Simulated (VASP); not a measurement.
Input of a VASP 6.6.1 run:

The input POSCAR:

```
KTaO3
1.0
    3.8885925000      0.0000000000      0.0000000000
    0.0000000000      3.8885925000      0.0000000000
    0.0000000000      0.0000000000      3.9883000000
K Ta O
1 1 3
Direct
    0.5000000000      0.5000000000      0.5000000000
    0.0000000000      0.0000000000      0.0000000000
    0.5000000000      0.0000000000      0.0000000000
    0.0000000000      0.5000000000      0.0000000000
    0.0000000000      0.0000000000      0.5000000000
```

Contents of INCAR.step1:

```
PREC = Accurate ; ENCUT = 520
ISMEAR = 0 ; SIGMA = 0.05
LREAL = False ; LASPH = True
NELM = 60 ; NBANDS = 27
GGA = PE ; ALGO = Normal
EDIFF = 1E-4 ; LWAVE = True
LCHARG = False
```

File INCAR.step2:

```
PREC = Accurate ; ENCUT = 520
EDIFF = 1E-6 ; ISMEAR = 0
SIGMA = 0.05 ; LREAL = False
LASPH = True ; NELM = 60
ALGO = Normal ; ISIF = 2
LWAVE = False ; LCHARG = False
METAGGA = R2SCAN ; LMIXTAU = True
NBANDS = 27 ; ISTART = 1
```

The input KPOINTS:

```
regular mesh
0
Gamma
  6 6 6
```

Potentials or basis: VASP PAW PBE potentials, release 64 (K_sv, Ta_pv, O).

The run is started by

```console
$ cat potpaw_PBE.64/K_sv/POTCAR potpaw_PBE.64/Ta_pv/POTCAR potpaw_PBE.64/O/POTCAR > POTCAR
$ cp INCAR.step1 INCAR
$ mpirun -np 1 vasp_std > vasp.out
$ cp INCAR.step2 INCAR
$ mpirun -np 1 vasp_std > vasp.out
```

Problem. What does it give for the pressure?

Solution. 13.7 GPa.

Problem. Estimate the band gap on the k mesh.

Solution. 2.69 eV (least direct gap 3.31 eV).

Stress tensor (GPa, compression positive):
```
17.59  0.00  0.00
 0.00 17.59  0.00
 0.00  0.00  5.94
```

Caveat: the cell differs from its parent crystal (strain -0.025 along x and y, +0.000 along z); the stress differs along the axes, from 6 to 18 GPa; the PAW data sets were made with another functional, which shifts forces and pressure a little; spin-orbit coupling is left out, which moves the levels of the heavy elements. A k mesh can miss the band edges.
